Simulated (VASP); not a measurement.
Input of a VASP 6.6.1 run:

The input INCAR:

```
  PREC = Accurate
  ENCUT = 520
  EDIFF = 1E-6
  ISMEAR = -1
  SIGMA = 0.15
  LREAL = F
  LASPH = T
  NELM = 100
  ALGO = Normal
  ISIF = 2
  LWAVE = F
  LCHARG = F
  GGA = PS
  NBANDS = 12
```

KPOINTS

```
Automatic mesh
0
Gamma
  16 16 16
```

The input POSCAR:

```
Ag
1.0
    0.0000000000      2.0275622089      2.0275622089
    2.0275622089      0.0000000000      2.0275622089
    2.0275622089      2.0275622089      0.0000000000
Ag
1
Direct
    0.0000000000      0.0000000000      0.0000000000
```

Potentials or basis: VASP PAW PBE potentials, release 64 (Ag).

Launch:

```sh
$ cat potpaw_PBE.64/Ag/POTCAR > POTCAR
$ mpirun -np 1 vasp_std > vasp.out
```

Task: What does it give for the pressure?

Result: -0.3 GPa.

Caveat: the PAW data sets were made with another functional, which shifts forces and pressure a little.
